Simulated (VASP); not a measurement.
A run of VASP 6.6.1 is set up as follows.

Contents of INCAR:

```
PREC = Accurate
ENCUT = 520
EDIFF = 1E-6
ISMEAR = 0
SIGMA = 0.1
LREAL = False
LASPH = True
NELM = 60
ALGO = Normal
ISIF = 2
LWAVE = False
LCHARG = False
GGA = PE
NBANDS = 28
```

KPOINTS

```
regular mesh
0
Gamma
  6 6 6
```

The input POSCAR:

```
C
1.0
    4.3313626900      0.0000000000      0.0000000000
   -2.1656813500      3.7510701200      0.0000000000
    0.0000000000      0.0000000000      2.6886485900
C
9
Direct
    0.7664782800      0.6084738900      0.1412367300
    0.3915261100      0.1580043900      0.8079034000
    0.8419956100      0.2335217200      0.4745700700
    0.6084738900      0.7664782800      0.8587632700
    0.1580043900      0.3915261100      0.1920966000
    0.2335217200      0.8419956100      0.5254299300
    0.5261267700      0.0000000000      0.1666666700
    0.0000000000      0.5261267700      0.8333333300
    0.4738732300      0.4738732300      0.5000000000
```

Potentials or basis: VASP PAW PBE potentials, release 64 (C).

Run with:

```sh
$ cat potpaw_PBE.64/C/POTCAR > POTCAR
$ mpirun -np 1 vasp_std > vasp.out
```

(1) What does it give for the largest force?

(2) Predict the band gap on the k mesh.

(3) Predict the pressure.

Answers

(1) 6.843 eV/Å.

(2) zero (bands 18 and 19 overlap by 0.82 eV).

(3) 118.5 GPa.

Caveat: the k points lie up to 0.39 Å⁻¹ apart, too coarse for converged energies and pressures of a metal; this functional lacks dispersion, which binds layers or chains, so the pressure and a relaxed spacing across them are unreliable; forces of over 1 eV/Å act on the atoms, so gaps and moduli don't describe the material at rest.
